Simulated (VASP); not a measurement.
Set up this calculation in VASP 6.6.1, as the native input.

```
Task                   : single point
Functional             : PBE
Potentials or basis    : VASP PAW PBE potentials, release 64 (Zn, Se)
Cutoff                 : 500 eV
k mesh                 : 6 × 6 × 6
Occupations            : fermi-dirac, width 0.02 eV
Spin                   : no spin polarisation
Dipole correction      : no
Further INCAR settings : ALGO = Normal; EDIFF = 1e-06; NBANDS = 16
```

The structure of ZnSe lies in POSCAR:

```
ZnSe
1.0
    3.3251530431      0.0000000000      0.0000000000
    0.0000000000      3.3251530431      0.0000000000
    0.0000000000      0.0000000000      3.3251530431
Zn Se
1 1
Direct
    0.0000000000      0.0000000000      0.0000000000
    0.5000000000      0.5000000000      0.5000000000
```

One way to write it, as run:

INCAR

```
PREC     = Accurate       # precision mode
ENCUT    = 500            # plane-wave cutoff, eV
EDIFF    = 1E-6           # SCF threshold, eV
ISMEAR   = -1             # smearing method
SIGMA    = 0.02           # smearing width, eV
LREAL    = F              # projectors in reciprocal space
LASPH    = T              # aspherical terms in the spheres
NELM     = 120            # most SCF steps
ALGO     = Normal         # electronic algorithm
ISIF     = 2              # what is computed and relaxed
LWAVE    = F              # write WAVECAR
LCHARG   = T              # write CHGCAR
GGA      = PE             # functional
LELF     = T              # ELF
LVHAR    = T            
NBANDS   = 16             # bands
GGA_COMPAT= F
```

KPOINTS

```
Automatic mesh
0
Gamma
  6 6 6
```

Potentials or basis: VASP PAW PBE potentials, release 64 (Zn, Se).

Launch:

```console
$ cat potpaw_PBE.64/Zn/POTCAR potpaw_PBE.64/Se/POTCAR > POTCAR
$ mpirun -np 1 vasp_std > vasp.out
```

It gave:

The pressure is 1.2 GPa and the band gap on the k mesh is zero (bands 9 and 10 overlap by 1.53 eV).

Caveat: the structure was generated, so it needn't be the stable form of ZnSe.

Wall time 21 s on 1 thread of Intel Xeon 8259CL, on a shared host, peak memory 0.11 GiB.
